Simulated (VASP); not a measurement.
# Na4H: single point with PBE

System: Na4H, a slab with vacuum.

```xyz
10
Lattice="7.2665 0.0000 0.0000 -2.4222 6.8509 0.0000 0.0000 0.0000 20.9665" Properties=species:S:1:pos:R:3 pbc="T T T"
Na    1.2111    1.7127    4.0000
Na    0.0000    5.1382    4.0000
Na    4.8443    1.7127    4.0000
Na    3.6333    5.1382    4.0000
Na    0.0000    0.0000    6.9665
Na   -1.2111    3.4255    6.9665
Na    3.6333    0.0000    6.9665
Na    2.4222    3.4255    6.9665
H    -0.3438    2.2836    7.4165
H     1.1512    2.2836    7.4165
```

| Property | Result |
| --- | --- |
| Program | VASP 6.6.1 |
| Task | single point |
| Functional | PBE |
| Potentials or basis | VASP PAW PBE potentials, release 64 (Na_pv, H) |
| Cutoff | 400 eV |
| k mesh | 4 × 4 × 1 |
| Occupations | gaussian, width 0.1 eV |
| Spin | no spin polarisation |
| Dipole correction | yes |
| Further INCAR settings | ALGO = Normal; EDIFF = 1e-06; NBANDS = 40; NELMDL = -8 |

| Item | Value |
| --- | --- |
| Largest force | 4.214 eV/Å |
| Band gap on the k mesh | zero (bands 29 and 30 overlap by 0.72 eV) |

Forces in eV/Å, atoms in the order of the input:
```
Na   0.026  0.011  0.019
Na   0.011  0.029  0.007
Na  -0.002 -0.013 -0.039
Na  -0.019  0.002  0.029
Na   0.016  0.353  0.068
Na  -2.192  3.052 -1.150
Na  -0.035  0.115 -0.015
Na   1.046  0.988 -0.346
H    2.248 -3.367  1.169
H   -1.099 -1.171  0.258
```

Levels at points of the mesh, in eV from the Fermi level:
| k point | band 27 | band 28 | band 29 | band 30 | band 31 | band 32 |
| --- | --- | --- | --- | --- | --- | --- |
| (0.00, 0.00, 0.00) | -0.65 | -0.56 | 0.51 | 0.52 | 0.79 | 0.88 |
| (0.50, 0.00, 0.00) | -1.44 | -0.62 | 0.03 | 0.13 | 0.92 | 0.99 |
| (0.00, 0.50, 0.00) | -1.39 | -0.65 | -0.24 | 0.12 | 0.86 | 0.97 |
| (0.50, 0.50, 0.00) | -1.27 | -0.78 | -0.35 | -0.22 | 0.60 | 0.70 |

Run time: 13 min on 1 thread of Oxide Virtual Turin-like Processor, with other jobs on the host, peak memory 0.71 GiB.
